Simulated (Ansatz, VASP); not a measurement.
**One calculation of Sn4Se5, two programs**

File INCAR:

```
ALGO = Normal
DIPOL = 0.5 0.5 0.500
EDIFF = 1E-6
ENCUT = 520
GGA = PS
IDIPOL = 3
ISIF = 2
ISMEAR = 0
LASPH = True
LCHARG = False
LDIPOL = True
LREAL = False
LWAVE = False
NBANDS = 53
NELM = 80
PREC = Accurate
SIGMA = 0.05
```

Contents of KPOINTS:

```
k-points
0
Gamma
  9 9 1
```

The input POSCAR:

```
Sn4Se5
1.0
    4.2041099673      0.0000000000      0.0000000000
   -2.1020549836      3.6408660320      0.0000000000
    0.0000000000      0.0000000000     28.7305656565
Se Sn
5 4
Direct
    0.3333333333      0.6666666667      0.2610460264
    0.0000000000      0.0000000000      0.3805230132
    0.6666666667      0.3333333333      0.5000000000
    0.3333333333      0.6666666667      0.6194769868
    0.0000000000      0.0000000000      0.7389539736
    0.6666666667      0.3333333333      0.3207845198
    0.3333333333      0.6666666667      0.4402615066
    0.0000000000      0.0000000000      0.5597384934
    0.6666666667      0.3333333333      0.6792154802
```

Input for Ansatz:

```yaml
crystal:
  lattice:
    - [4.2041099661, 0.0, 0.0]
    - [-2.102054983, 3.6408660309, 0.0]
    - [0.0, 0.0, 28.7305656526]
  atoms:
    - { symbol: Se, position: [0.3333333333, 0.6666666667, 0.2610460264] }
    - { symbol: Sn, position: [0.6666666667, 0.3333333333, 0.3207845198] }
    - { symbol: Se, position: [0.0, 0.0, 0.3805230132] }
    - { symbol: Sn, position: [0.3333333333, 0.6666666667, 0.4402615066] }
    - { symbol: Se, position: [0.6666666667, 0.3333333333, 0.5] }
    - { symbol: Sn, position: [0.0, 0.0, 0.5597384934] }
    - { symbol: Se, position: [0.3333333333, 0.6666666667, 0.6194769868] }
    - { symbol: Sn, position: [0.6666666667, 0.3333333333, 0.6792154802] }
    - { symbol: Se, position: [0.0, 0.0, 0.7389539736] }
basis:
  ecutwfc: 420
kpoints:
  mp_grid: { grid: [9, 9, 1] }
hamiltonian:
  xc: pbesol
scf:
  occupations: { method: gaussian, width: 0.05 }
output:
  forces: true
  stress: true
  eigenvalues: true
  write_density: true
  write_potential: true
  elf: true
  volumetric_format: npy
efield:
  axis: 3
  dipole_correction: true
  ramp_width: 0.04
```

Alike in both runs: task single point; functional PBEsol; k mesh 9 × 9 × 1; occupations gaussian, width 0.05 eV; no spin polarisation.

```csv
,VASP,Ansatz
version,VASP 6.6.1,Ansatz 0.2.0
potentials or method,"VASP PAW PBE potentials, release 64 (Se, Sn_d), cutoff 520 eV","scalar-relativistic, plane waves, PAW"
valence electrons in the cell,86,136
```

VASP gave:

```
gap on the k mesh at the Fermi level (eV) : none
rms of the force components (eV/Å)        : 0.715
```

**Question.** Estimate Ansatz's values.

**Answer.** gap on the k mesh at the Fermi level (eV): none; rms of the force components (eV/Å): 0.717.

VASP's potentials were made for PBE, not for PBEsol. A gap of «none» marks a metal or a gap that the smearing closes. The functional is the same, so the differences come from potentials, cutoffs and numerics. VASP's potentials hold 86 valence electrons a cell and Ansatz's 136, so a difference there can come from the potentials and not from the codes.
